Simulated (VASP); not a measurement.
# YMgI2 (P4/mmm) in VASP: relaxation of cell and atoms with PBE

Aim: the relaxation of cell and atoms of YMgI2 with PBE.

Program: VASP 6.6.1. These are calculated values, not measurements. Logs are shortened: lines on timing, memory, paths and dates and some standing lists are left out, and cuts for length are marked.

## 1. The cell of the first run

It takes space group P4/mmm (No. 123, tetragonal). The conventional cell has a = 5.903 Å, b = 5.903 Å, c = 3.635 Å, α = 90.00°, β = 90.00°, γ = 90.00°. Within 4.6 Å of Y (site symmetry 4/mmm) lie 8 I at 3.47 Å and 2 Y at 3.63 Å and 8 Mg at 4.55 Å. Within 3.9 Å of Mg (site symmetry 4/mmm) lie 4 I at 2.95 Å and 2 Mg at 3.63 Å. Within 3.9 Å of I (site symmetry mmm) lie 2 Mg at 2.95 Å and 4 Y at 3.47 Å and 2 I at 3.63 Å.

## 2. Relaxation of cell and atoms, PBE

Contents of INCAR:

```
PREC = Accurate
ENCUT = 600
EDIFF = 1E-6
ISMEAR = 0
SIGMA = 0.1
LREAL = False
LASPH = True
NELM = 100
ALGO = Normal
ISIF = 3
LWAVE = False
LCHARG = False
GGA = PE
IBRION = 2
NSW = 100
EDIFFG = -0.01
```

Contents of KPOINTS:

```
regular mesh
0
Gamma
  8 8 12
```

Contents of POSCAR:

```
YMgI2
1.0
    5.9025552962      0.0000000000      0.0000000000
    0.0000000000      5.9025552962      0.0000000000
    0.0000000000      0.0000000000      3.6349675662
Y Mg I
1 1 2
Direct
    0.5000000000      0.5000000000      0.5000000000
    0.0000000000      0.0000000000      0.0000000000
    0.5000000000      0.0000000000      0.0000000000
    0.0000000000      0.5000000000      0.0000000000
```

Potentials or basis: VASP PAW PBE potentials, release 64 (Y_sv, Mg, I).

Launch:

```sh
cat potpaw_PBE.64/Y_sv/POTCAR potpaw_PBE.64/Mg/POTCAR potpaw_PBE.64/I/POTCAR > POTCAR
mpirun -np 1 vasp_std > vasp.out
```

OUTCAR:

```text
PREC = Accurate
   ENCUT = 600
   EDIFF = 1E-6
   ISMEAR = 0
   LREAL = False
   LASPH = True
   NELM = 100
   ISIF = 3
   GGA = PE
   IBRION = 2
   NSW = 100
   EDIFFG = -0.01

 ion  position               nearest neighbor table
   1  0.500  0.500  0.500-   3 3.47   4 3.47   3 3.47   4 3.47   3 3.47   3 3.47   4 3.47   4 3.47

   2  0.000  0.000  0.000-   3 2.95   4 2.95   4 2.95   3 2.95
   3  0.500  0.000  0.000-   2 2.95   2 2.95   1 3.47   1 3.47   1 3.47   1 3.47
   4  0.000  0.500  0.000-   2 2.95   2 2.95   1 3.47   1 3.47   1 3.47   1 3.47

  LATTYP: Found a simple tetragonal cell.
 ALAT       =     5.9025552962
 C/A-ratio  =     0.6158294813

  Lattice vectors:

 A1 = (   5.9025552962,   0.0000000000,   0.0000000000)
 A2 = (   0.0000000000,   5.9025552962,   0.0000000000)
 A3 = (   0.0000000000,   0.0000000000,   3.6349675662)

Analysis of symmetry for initial positions (statically):
=====================================================================
 Subroutine PRICEL returns:
 Original cell was already a primitive cell.

 Routine SETGRP: Setting up the symmetry group for a
 simple tetragonal supercell.

 Subroutine GETGRP returns: Found 16 space group operations
 (whereof 16 operations were pure point group operations)
 out of a pool of 16 trial point group operations.

The static configuration has the point symmetry D_4h.

Analysis of symmetry for dynamics (positions and initial velocities):
=====================================================================
 Subroutine PRICEL returns:
 Original cell was already a primitive cell.

 Routine SETGRP: Setting up the symmetry group for a
 simple tetragonal supercell.

 Subroutine GETGRP returns: Found 16 space group operations
 (whereof 16 operations were pure point group operations)
 out of a pool of 16 trial point group operations.

The dynamic configuration has the point symmetry D_4h.

 Subroutine INISYM returns: Found 16 space group operations
 (whereof 16 operations are pure point group operations),
 and found     1 'primitive' translations

----------------------------------------------------------------------------------------

                                     Primitive cell

  volume of cell :     126.6428

  direct lattice vectors                    reciprocal lattice vectors
     5.902555296  0.000000000  0.000000000     0.169418150  0.000000000  0.000000000
     0.000000000  5.902555296  0.000000000     0.000000000  0.169418150  0.000000000
     0.000000000  0.000000000  3.634967566     0.000000000  0.000000000  0.275105618

  length of vectors
     5.902555296  5.902555296  3.634967566     0.169418150  0.169418150  0.275105618

  position of ions in fractional coordinates (direct lattice)
     0.500000000  0.500000000  0.500000000
     0.000000000  0.000000000  0.000000000
     0.500000000  0.000000000  0.000000000
     0.000000000  0.500000000  0.000000000

  ion indices of the primitive-cell ions
   primitive index   ion index
                 1           1
                 2           2
                 3           3
                 4           4

----------------------------------------------------------------------------------------

 KPOINTS: regular mesh

Automatic generation of k-mesh.
 Grid dimensions read from file:
 generate k-points for:    8    8   12

 Generating k-lattice:

  Cartesian coordinates                     Fractional coordinates (reciprocal lattice)
[... 58 lines left out ...]
   ENCUT  =  600.0 eV  44.10 Ry    6.64 a.u.  11.79 11.79  7.26*2*pi/ulx,y,z
   NELM   =    100;   NELMIN=  2; NELMDL= -5     # of ELM steps
   EDIFF  = 0.1E-05   stopping-criterion for ELM
   LREAL  =      F    real-space projection
   EDIFFG = -.1E-01   stopping-criterion for IOM
   NSW    =    100    number of steps for IOM
   IBRION =      2    ionic relax: 0-MD 1-quasi-New 2-CG
   NFREE  =      1    steps in history (QN), initial steepest desc. (CG)
   ISIF   =      3    stress and relaxation
   ISYM   =      2    0-nonsym 1-usesym 2-fastsym
   POTIM  = 0.5000    time-step for ionic-motion
   TEBEG  =    0.0;   TEEND  =   0.0 temperature during run
   PSTRESS=    0.0 pullay stress
   NELECT =      27.0000    total number of electrons
   NUPDOWN=      -1.0000    fix difference up-down
   EMIN   =  10.00;   EMAX   =-10.00  energy-range for DOS
   EFERMI =   0.00;   METHOD = LEGACY
   ISMEAR =     0;   SIGMA  =   0.10  broadening in eV -4-tet -1-fermi 0-gaus
   EFERMI_NEDOS =   21; number of points for ismear=-14 and -15
   IALGO  =     38    algorithm
   IMIX   =      4    mixing-type and parameters
     AMIX     =   0.40;   BMIX     =  1.00
     AMIX_MAG =   1.60;   BMIX_MAG =  1.00
  volume/ion in A,a.u.               =      31.66       213.66
  Fermi-wavevector in a.u.,A,eV,Ry     =   0.977993  1.848139 13.013576  0.956471
  Thomas-Fermi vector in A             =   2.108734
   LORBIT       =      0    0 simple, 1 ext, 2 COOP (PROOUT), +10 PAW based schemes
   GGA     = PE    functional components
   LHFCALC =     F    Hartree Fock is set to
   AEXX    =    0.0000 exact exchange contribution
   IVDW    =     0    specifies the selected vdW correction
   LEPSILON=     F    determine dielectric tensor
   LRPA    =     F    only Hartree local field effects (RPA)
 conjugate gradient relaxation of ions
 non-spin polarized calculation
 Gauss-broadening in eV      SIGMA  =   0.10
  energy-cutoff  :      600.00
  volume of cell :      126.64
 maximum number of plane-waves:      4270
 NGX is ok and might be reduce to    48
   NGX = 23   NGY = 23   NGZ = 15

--------------------------------------- Ionic step        1  -------------------------------------------

 number of electron      26.9999998 magnetization

 Free energy of the ion-electron system (eV)
  ---------------------------------------------------
  ext. energy  EPLUGINS =         0.00000000
  ---------------------------------------------------
  free energy    TOTEN  =       -12.18139317 eV

  energy without entropy =      -12.16482513  energy(sigma->0) =      -12.17310915

------------------------ aborting loop because EDIFF is reached ----------------------------------------

  FORCE on cell =-STRESS in cart. coord.  units (eV):
  Direction    XX          YY          ZZ          XY          YZ          ZX
  --------------------------------------------------------------------------------------
  -------------------------------------------------------------------------------------
  Total        0.0635329      0.0635329      0.1413047      0.0000000      0.0000000      0.0000000
  in kB        0.8037639      0.8037639      1.7876671      0.0000000      0.0000000      0.0000000
  external PRESSURE =       1.1317316 kB  Pullay stress =       0.0000000 kB

 VOLUME and BASIS-vectors are now :
 -----------------------------------------------------------------------------
  energy-cutoff  :      600.00
  volume of cell :      126.64
      direct lattice vectors                 reciprocal lattice vectors
     5.902555296  0.000000000  0.000000000     0.169418150  0.000000000  0.000000000
     0.000000000  5.902555296  0.000000000     0.000000000  0.169418150  0.000000000
     0.000000000  0.000000000  3.634967566     0.000000000  0.000000000  0.275105618

 POSITION                                       TOTAL-FORCE (eV/Angst)
 -----------------------------------------------------------------------------------
      2.95128      2.95128      1.81748         0.000000      0.000000      0.000000
      0.00000      0.00000      0.00000         0.000000      0.000000      0.000000
      2.95128      0.00000      0.00000         0.000000      0.000000      0.000000
      0.00000      2.95128      0.00000         0.000000      0.000000      0.000000
 -----------------------------------------------------------------------------------
    total drift:                                0.000000     -0.000000      0.000000

  FREE ENERGIE OF THE ION-ELECTRON SYSTEM (eV)
  ---------------------------------------------------
  free  energy   TOTEN  =       -12.1813931735 eV

  energy  without entropy=      -12.1648251348  energy(sigma->0) =      -12.17310915

--------------------------------------- Ionic step        2  -------------------------------------------

 number of electron      26.9999998 magnetization

 Free energy of the ion-electron system (eV)
  ---------------------------------------------------
  ext. energy  EPLUGINS =         0.00000000
  ---------------------------------------------------
  free energy    TOTEN  =       -12.18157558 eV

  energy without entropy =      -12.16500894  energy(sigma->0) =      -12.17329226

 E-fermi :   5.6420     XC(G=0):  -8.9520

 val. band max:        5.6241641619   @ k =   0.5000   0.0000   0.4167
 cond. band min:       5.6480701297   @ k =   0.3750   0.2500   0.2500
 fundamental gap:      0.0239059678
 Fermi energy:         5.6420244994

 k-point     1 :       0.0000    0.0000    0.0000
  band No.  band energies     occupation
      1     -38.7413      2.00000
      2     -18.7966      2.00000
      3     -18.7966      2.00000
      4     -18.3866      2.00000
      5      -9.5419      2.00000
      6      -9.0292      2.00000
[... 457 lines left out ...]
      4     -18.4034      2.00000
      5      -9.2341      2.00000
      6      -9.1956      2.00000
[... 9 lines left out ...]
     16       6.6123      0.00000
     17       7.4968      0.00000

 [... further k-points ...]
[... 5 lines left out ...]
  --------------------------------------------------------------------------------------
  -------------------------------------------------------------------------------------
  Total        0.0118166      0.0118166      0.0132245      0.0000000      0.0000000      0.0000000
  in kB        0.1490112      0.1490112      0.1667653      0.0000000      0.0000000      0.0000000
  external PRESSURE =       0.1549293 kB  Pullay stress =       0.0000000 kB

 VOLUME and BASIS-vectors are now :
 -----------------------------------------------------------------------------
  energy-cutoff  :      600.00
  volume of cell :      127.05
      direct lattice vectors                 reciprocal lattice vectors
     5.907078122  0.000000000  0.000000000     0.169288433  0.000000000  0.000000000
     0.000000000  5.907078122  0.000000000     0.000000000  0.169288433 -0.000000000
     0.000000000  0.000000000  3.641162383     0.000000000  0.000000000  0.274637573

 POSITION                                       TOTAL-FORCE (eV/Angst)
 -----------------------------------------------------------------------------------
      2.95354      2.95354      1.82058         0.000000      0.000000      0.000000
      0.00000      0.00000      0.00000         0.000000     -0.000000      0.000000
      2.95354      0.00000      0.00000         0.000000     -0.000000      0.000000
      0.00000      2.95354      0.00000         0.000000      0.000000      0.000000
 -----------------------------------------------------------------------------------
    total drift:                                0.000000     -0.000000      0.000000

  FREE ENERGIE OF THE ION-ELECTRON SYSTEM (eV)
  ---------------------------------------------------
  free  energy   TOTEN  =       -12.1815755812 eV

  energy  without entropy=      -12.1650089410  energy(sigma->0) =      -12.17329226

 reached required accuracy - stopping structural energy minimisation
```

Wall time 3.7 min (1 thread of AMD EPYC 9R45 (Zen 5), shared host); peak memory 0.51 GiB.

Results:

```yaml
Free_energy: -12.1816 eV
Relaxed_volume: 31.76 Å³/atom
Relaxed_cell: a = 5.907 Å, b = 5.907 Å, c = 3.641 Å, α = 90.00°, β = 90.00°, γ = 90.00°
Space_group_after_relaxing_to_0.05_Å: P4/mmm (No. 123)
Energy_gained_by_relaxing: 0.0 meV/atom
Ionic_steps: 2
Pressure_after_relaxing: 0.0 GPa
```

Step by step:
| step | energy change (eV) | largest force (eV/Å) | pressure (GPa) | volume (Å³) |
| --- | --- | --- | --- | --- |
| 1 | 0.0000 | 0.0000 | 0.11 | 126.64 |
| 2 | -0.0002 | 0.0000 | 0.02 | 127.05 |

Final structure:
```
CELL_PARAMETERS angstrom
5.90708 0.00000 0.00000
0.00000 5.90708 0.00000
0.00000 0.00000 3.64116
ATOMIC_POSITIONS crystal
Y 0.50000 0.50000 0.50000
Mg 0.00000 0.00000 0.00000
I 0.50000 0.00000 0.00000
I 0.00000 0.50000 0.00000
```

Caveat: spin-orbit coupling is left out, which moves the levels of the heavy elements; an odd number of electrons without spin polarisation forces a metal; a magnetic or distorted state may lie lower.
